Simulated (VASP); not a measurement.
# GaP (F-43m) in VASP: single point with PBE

Aim: the single point of GaP with PBE.

Everything below comes from runs of VASP 6.6.1. Logs are shortened: lines on timing, memory, paths and dates and some standing lists are left out, and cuts for length are marked.

**The experiment to reproduce.**

“Stacking defects in GaP nanowires: Electronic structure and optical properties”, 2018, arxiv:1810.01194 quotes, for a bulk crystal of GaP at 10 K: band gap 2.34 eV (indirect).

How close the calculation comes is told below.

### 1 The cell of the first run

Symmetry: F-43m, No. 216, cubic system. Conventional cell: a = 5.505 Å, b = 5.505 Å, c = 5.505 Å, α = 90.00°, β = 90.00°, γ = 90.00°. Ga (site symmetry -43m) has 4 P at 2.38 Å within 3.1 Å. P (site symmetry -43m) has 4 Ga at 2.38 Å within 3.1 Å.

### 2 Single point, PBE

INCAR reads:

```
SYSTEM = GaP
  PREC = Accurate
  ENCUT = 520
  EDIFF = 1E-6
  ISMEAR = 0
  SIGMA = 0.01
  LREAL = Auto
  LASPH = .True.
  NELM = 100
  ALGO = Normal
  ISIF = 2
  LWAVE = .False.
  LCHARG = .True.
  GGA = PE
  LELF = .True.
  LVHAR = .True.
  NBANDS = 166
```

KPOINTS reads:

```
Automatic mesh
0
Gamma
  2 2 2
  0.5 0.5 0.5
```

POSCAR reads:

```
GaP
1.0
   -5.5050736091     -5.5050736091      5.5050736091
    5.5050736091      5.5050736091      5.5050736091
   -5.5050736091      5.5050736091     -5.5050736091
Ga P
16 16
Direct
    0.2500000000      0.5000000000      0.2500000000
    0.5000000000      0.5000000000      0.0000000000
    0.2500000000      0.7500000000      0.0000000000
    0.7500000000      0.5000000000      0.7500000000
    0.5000000000      0.7500000000      0.7500000000
    0.2500000000      0.0000000000      0.7500000000
    0.0000000000      0.5000000000      0.5000000000
    0.7500000000      0.7500000000      0.5000000000
    0.5000000000      0.0000000000      0.5000000000
    0.2500000000      0.2500000000      0.5000000000
    0.0000000000      0.7500000000      0.2500000000
    0.7500000000      0.0000000000      0.2500000000
    0.5000000000      0.2500000000      0.2500000000
    0.0000000000      0.0000000000      0.0000000000
    0.7500000000      0.2500000000      0.0000000000
    0.0000000000      0.2500000000      0.7500000000
    0.0000000000      0.2500000000      0.0000000000
    0.2500000000      0.2500000000      0.7500000000
    0.0000000000      0.5000000000      0.7500000000
    0.5000000000      0.2500000000      0.5000000000
    0.2500000000      0.5000000000      0.5000000000
    0.0000000000      0.7500000000      0.5000000000
    0.7500000000      0.2500000000      0.2500000000
    0.5000000000      0.5000000000      0.2500000000
    0.2500000000      0.7500000000      0.2500000000
    0.0000000000      0.0000000000      0.2500000000
    0.7500000000      0.5000000000      0.0000000000
    0.5000000000      0.7500000000      0.0000000000
    0.2500000000      0.0000000000      0.0000000000
    0.7500000000      0.7500000000      0.7500000000
    0.5000000000      0.0000000000      0.7500000000
    0.7500000000      0.0000000000      0.5000000000
```

Potentials or basis: VASP PAW PBE potentials, release 64 (Ga_d, P).

Command:

```bash
$ cat potpaw_PBE.64/Ga_d/POTCAR potpaw_PBE.64/P/POTCAR > POTCAR
$ mpirun -np 1 vasp_std > vasp.out
```

OUTCAR:

```text
SYSTEM = GaP
   PREC = Accurate
   ENCUT = 520
   EDIFF = 1E-6
   ISMEAR = 0
   LREAL = Auto
   LASPH = .True.
   NELM = 100
   ISIF = 2
   GGA = PE

 ion  position               nearest neighbor table
   1  0.250  0.500  0.250-  17 2.38  21 2.38  24 2.38  25 2.38
   2  0.500  0.500  0.000-  18 2.38  24 2.38  27 2.38  28 2.38
   3  0.250  0.750  0.000-  19 2.38  25 2.38  28 2.38  29 2.38
   4  0.750  0.500  0.750-  19 2.38  20 2.38  27 2.38  30 2.38
   5  0.500  0.750  0.750-  21 2.38  28 2.38  30 2.38  31 2.38
   6  0.250  0.000  0.750-  18 2.38  22 2.38  29 2.38  31 2.38
[... 24 lines left out ...]
  31  0.500  0.000  0.750-   5 2.38   6 2.38   9 2.38  15 2.38
  32  0.750  0.000  0.500-   8 2.38   9 2.38  12 2.38  16 2.38

  LATTYP: Found a body centered cubic cell.
 ALAT       =    11.0101472182

  Lattice vectors:

 A1 = (  -5.5050736091,  -5.5050736091,   5.5050736091)
 A2 = (   5.5050736091,   5.5050736091,   5.5050736091)
 A3 = (  -5.5050736091,   5.5050736091,  -5.5050736091)

Analysis of symmetry for initial positions (statically):
=====================================================================
 Subroutine PRICEL returns following result:

  LATTYP: Found a face centered cubic cell.
 ALAT       =     5.5050736091

  Lattice vectors:

 A1 = (   2.7525368046,   2.7525368046,   0.0000000000)
 A2 = (   2.7525368045,   0.0000000000,  -2.7525368046)
 A3 = (  -0.0000000000,   2.7525368046,  -2.7525368046)

  16 primitive cells build up your supercell.

 Routine SETGRP: Setting up the symmetry group for a
 body centered cubic supercell.

 Subroutine GETGRP returns: Found 24 space group operations
 (whereof 24 operations were pure point group operations)
 out of a pool of 48 trial point group operations.

The static configuration has the point symmetry T_d .

Analysis of symmetry for dynamics (positions and initial velocities):
=====================================================================
 Subroutine PRICEL returns following result:

  LATTYP: Found a face centered cubic cell.
 ALAT       =     5.5050736091

  Lattice vectors:

 A1 = (   2.7525368046,   2.7525368046,   0.0000000000)
 A2 = (   2.7525368045,   0.0000000000,  -2.7525368046)
 A3 = (  -0.0000000000,   2.7525368046,  -2.7525368046)

  16 primitive cells build up your supercell.

 Routine SETGRP: Setting up the symmetry group for a
 body centered cubic supercell.

 Subroutine GETGRP returns: Found 24 space group operations
 (whereof 24 operations were pure point group operations)
 out of a pool of 48 trial point group operations.

The dynamic configuration has the point symmetry T_d .

 Subroutine INISYM returns: Found 24 space group operations
 (whereof 24 operations are pure point group operations),
 and found    16 'primitive' translations

----------------------------------------------------------------------------------------

                                     Primitive cell

  volume of cell :      41.7090

  direct lattice vectors                    reciprocal lattice vectors
     2.752536805  2.752536805  0.000000000     0.181650614  0.181650614  0.181650614
     2.752536805  0.000000000 -2.752536805     0.181650614 -0.181650614 -0.181650614
    -0.000000000  2.752536805 -2.752536805    -0.181650614  0.181650614 -0.181650614

  length of vectors
     3.892674880  3.892674880  3.892674880     0.314628092  0.314628092  0.314628092

  position of ions in fractional coordinates (direct lattice)
     1.000000000  0.000000000  0.000000000
     0.750000000  0.750000000  0.750000000

  ion indices of the primitive-cell ions
   primitive index   ion index
                 1           1
                 2          24

----------------------------------------------------------------------------------------

 KPOINTS: Automatic mesh

Automatic generation of k-mesh.
 Grid dimensions read from file:
 generate k-points for:    2    2    2

 Generating k-lattice:

  Cartesian coordinates                     Fractional coordinates (reciprocal lattice)
    -0.045412653  0.000000000  0.045412653     0.500000000  0.000000000  0.000000000
     0.000000000  0.045412653  0.045412653     0.000000000  0.500000000  0.000000000
    -0.045412653  0.045412653  0.000000000     0.000000000  0.000000000  0.500000000

  Length of vectors
     0.064223190  0.064223190  0.064223190

  Shift w.r.t. Gamma in fractional coordinates (k-lattice)
     0.500000000  0.500000000  0.500000000

 Subroutine IBZKPT returns following result:
 ===========================================

 Found      2 irreducible k-points:

 Following reciprocal coordinates:
            Coordinates               Weight
  0.250000  0.250000  0.250000      2.000000
 -0.250000  0.250000  0.250000      6.000000
   k-points           NKPTS =      2   k-points in BZ     NKDIM =      2   number of bands    NBANDS=    166
   number of dos      NEDOS =    301   number of ions     NIONS =     32
   total plane-waves  NPLWV = 373248
   dimension x,y,z NGX =    72 NGY =   72 NGZ =   72
   dimension x,y,z NGXF=   144 NGYF=  144 NGZF=  144
   ions per type =              16  16
   NGX,Y,Z   is equivalent  to a cutoff of  12.55, 12.55, 12.55 a.u.
   NGXF,Y,Z  is equivalent  to a cutoff of  25.11, 25.11, 25.11 a.u.
 SYSTEM =  GaP
   PREC   = accura    normal or accurate (medium, high low for compatibility)
   ISTART =      0    job   : 0-new  1-cont  2-samecut
   ICHARG =      2    charge: 1-file 2-atom 10-const
   ISPIN  =      1    spin polarized calculation?
   LNONCOLLINEAR =      F non collinear calculations
   LSORBIT =      F    spin-orbit coupling
   LASPH  =      T    aspherical Exc in radial PAW
   ENCUT  =  520.0 eV  38.22 Ry    6.18 a.u.  17.73 17.73 17.73*2*pi/ulx,y,z
   NELM   =    100;   NELMIN=  2; NELMDL= -5     # of ELM steps
   EDIFF  = 0.1E-05   stopping-criterion for ELM
   LREAL  =      T    real-space projection
   EDIFFG = 0.1E-04   stopping-criterion for IOM
   NSW    =      0    number of steps for IOM
   IBRION =     -1    ionic relax: 0-MD 1-quasi-New 2-CG
   NFREE  =      0    steps in history (QN), initial steepest desc. (CG)
   ISIF   =      2    stress and relaxation
   ISYM   =      2    0-nonsym 1-usesym 2-fastsym
   POTIM  = 0.5000    time-step for ionic-motion
   TEBEG  =    0.0;   TEEND  =   0.0 temperature during run
   PSTRESS=    0.0 pullay stress
   NELECT =     288.0000    total number of electrons
   NUPDOWN=      -1.0000    fix difference up-down
   EMIN   =  10.00;   EMAX   =-10.00  energy-range for DOS
   EFERMI =   0.00;   METHOD = LEGACY
   ISMEAR =     0;   SIGMA  =   0.01  broadening in eV -4-tet -1-fermi 0-gaus
   EFERMI_NEDOS =   21; number of points for ismear=-14 and -15
   IALGO  =     38    algorithm
   IMIX   =      4    mixing-type and parameters
     AMIX     =   0.40;   BMIX     =  1.00
     AMIX_MAG =   1.60;   BMIX_MAG =  1.00
  volume/ion in A,a.u.               =      20.85       140.73
  Fermi-wavevector in a.u.,A,eV,Ry     =   1.237150  2.337875 20.824279  1.530541
  Thomas-Fermi vector in A             =   2.371730
   LORBIT       =      0    0 simple, 1 ext, 2 COOP (PROOUT), +10 PAW based schemes
   GGA     = PE    functional components
   LHFCALC =     F    Hartree Fock is set to
   AEXX    =    0.0000 exact exchange contribution
   IVDW    =     0    specifies the selected vdW correction
   LEPSILON=     F    determine dielectric tensor
   LRPA    =     F    only Hartree local field effects (RPA)
 non-spin polarized calculation
 Gauss-broadening in eV      SIGMA  =   0.01
  energy-cutoff  :      520.00
  volume of cell :      667.34
 maximum number of plane-waves:     17968
 NGX is ok and might be reduce to    70
   NGX = 35   NGY = 35   NGZ = 35

 number of electron     288.0000159 magnetization

 Free energy of the ion-electron system (eV)
  ---------------------------------------------------
  ext. energy  EPLUGINS =         0.00000000
  ---------------------------------------------------
  free energy    TOTEN  =      -146.04171694 eV

  energy without entropy =     -146.04171694  energy(sigma->0) =     -146.04171694

 E-fermi :   3.8166     XC(G=0):  -9.6968

 val. band max:        3.7361760355   @ k =  -0.2500   0.2500   0.2500
 cond. band min:       6.0390394749   @ k =  -0.2500   0.2500   0.2500
 fundamental gap:      2.3028634394
 Fermi energy:         3.8165811344

 k-point     1 :       0.2500    0.2500    0.2500
  band No.  band energies     occupation
      1     -10.2337      2.00000
      2     -10.2337      2.00000
      3     -10.2337      2.00000
      4     -10.2337      2.00000
      5     -10.2337      2.00000
      6     -10.2337      2.00000
[... 148 lines left out ...]
    155       6.8220      0.00000
    156       6.8220      0.00000

 k-point     2 :      -0.2500    0.2500    0.2500
  band No.  band energies     occupation
      1     -10.2484      2.00000
      2     -10.2484      2.00000
      3     -10.2440      2.00000
      4     -10.2324      2.00000
      5     -10.2324      2.00000
      6     -10.2324      2.00000
[... 148 lines left out ...]
    155       7.2800      0.00000
    156       7.5999      0.00000
 [bands above 156 left out]

------------------------ aborting loop because EDIFF is reached ----------------------------------------

  FORCE on cell =-STRESS in cart. coord.  units (eV):
  Direction    XX          YY          ZZ          XY          YZ          ZX
  --------------------------------------------------------------------------------------
  -------------------------------------------------------------------------------------
  Total        0.1502760      0.1502760      0.1502760      0.0000000      0.0000000      0.0000000
  in kB        0.3607871      0.3607871      0.3607871      0.0000000      0.0000000      0.0000000
  external PRESSURE =       0.3607871 kB  Pullay stress =       0.0000000 kB

 VOLUME and BASIS-vectors are now :
 -----------------------------------------------------------------------------
  energy-cutoff  :      520.00
  volume of cell :      667.34
      direct lattice vectors                 reciprocal lattice vectors
    -5.505073609 -5.505073609  5.505073609    -0.090825307  0.000000000  0.090825307
     5.505073609  5.505073609  5.505073609     0.000000000  0.090825307  0.090825307
    -5.505073609  5.505073609 -5.505073609    -0.090825307  0.090825307  0.000000000

 POSITION                                       TOTAL-FORCE (eV/Angst)
 -----------------------------------------------------------------------------------
      0.00000      2.75254      2.75254         0.000000      0.000000     -0.000000
      0.00000      0.00000      5.50507        -0.000000     -0.000000     -0.000000
      2.75254      2.75254      5.50507         0.000000     -0.000000      0.000000
     -5.50507      2.75254      2.75254        -0.000000     -0.000000     -0.000000
     -2.75254      5.50507      2.75254         0.000000     -0.000000     -0.000000
     -5.50507      2.75254     -2.75254         0.000000      0.000000     -0.000000
[... 24 lines left out ...]
     -6.88134      1.37627     -1.37627        -0.000000      0.000000      0.000000
     -6.88134     -1.37627      1.37627        -0.000000      0.000000      0.000000
 -----------------------------------------------------------------------------------
    total drift:                                0.000037     -0.000037     -0.000036

  FREE ENERGIE OF THE ION-ELECTRON SYSTEM (eV)
  ---------------------------------------------------
  free  energy   TOTEN  =      -146.0417169408 eV

  energy  without entropy=     -146.0417169408  energy(sigma->0) =     -146.04171694
```

Run time: 7.1 min. Hardware: 1 thread of Intel Xeon Platinum 8259CL at 2.50GHz (Skylake/Cascade Lake), shared host; peak memory 0.77 GiB.

What came out:

* Free energy: -146.0417 eV
* Pressure: 0.0 GPa
* Band gap on the k mesh: 2.30 eV

Caveat: a shifted mesh leaves out Γ, where band edges can lie.

### 3 Against experiment

Step 2. Against the measured gap of GaP, 2.34 eV (indirect; 10 K; quoted in “Stacking defects in GaP nanowires: Electronic structure and optical properties”, 2018, arxiv:1810.01194), the calculated 2.30 eV is off by -0.04 eV. Spin-orbit coupling on Ga is left out. The value is that of PBE on a finite k mesh, which can miss the band edges, without temperature or zero-point motion. Semilocal functionals fall short of measured gaps as a rule.
